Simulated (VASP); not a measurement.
A run of VASP 6.6.1 is set up as follows.

The input INCAR:

```
SYSTEM = VO2
  PREC = Accurate
  ENCUT = 600
  EDIFF = 1E-6
  ISMEAR = 0
  SIGMA = 0.05
  LREAL = .FALSE.
  LASPH = .TRUE.
  NELM = 200
  ALGO = Normal
  ISIF = 2
  LWAVE = .FALSE.
  LCHARG = .TRUE.
  ISPIN = 2
  MAGMOM = 0 0 0 0 2 -2
  LORBIT = 11
  LMAXMIX = 4
  GGA = PE
  LELF = .TRUE.
  LVHAR = .TRUE.
  NBANDS = 38
  GGA_COMPAT = .FALSE.
```

File KPOINTS:

```
Automatic mesh
0
G
  4 4 7
  0 0 0
```

The input POSCAR:

```
VO2
1.0
    4.5170000000      0.0000000000      0.0000000000
    0.0000000000      4.5170000000      0.0000000000
    0.0000000000      0.0000000000      2.8720000000
O V
4 2
Direct
    0.3000000000      0.3000000000      0.0000000000
    0.2000000000      0.8000000000      0.5000000000
    0.7000000000      0.7000000000      0.0000000000
    0.8000000000      0.2000000000      0.5000000000
    0.0000000000      0.0000000000      0.0000000000
    0.5000000000      0.5000000000      0.5000000000
```

Potentials or basis: VASP PAW PBE potentials, release 64 (O, V_sv).

Run with:

```console
$ cat potpaw_PBE.64/O/POTCAR potpaw_PBE.64/V_sv/POTCAR > POTCAR
$ mpirun -np 1 vasp_std > vasp.out
```

Problem. Estimate the largest force.

Solution. 0.091 eV/Å.

Problem. What does it give for the net moment?

Solution. 0.00 μB per cell.

Problem. Estimate the pressure.

Solution. 2.8 GPa.

Forces on the atoms (eV/Å):
```
O    0.064  0.064  0.000
O   -0.064  0.064  0.000
O   -0.064 -0.064  0.000
O    0.064 -0.064  0.000
V    0.000  0.000  0.000
V    0.000  0.000  0.000
```

Caveat: the stress differs along the axes, from -4 to 6 GPa.
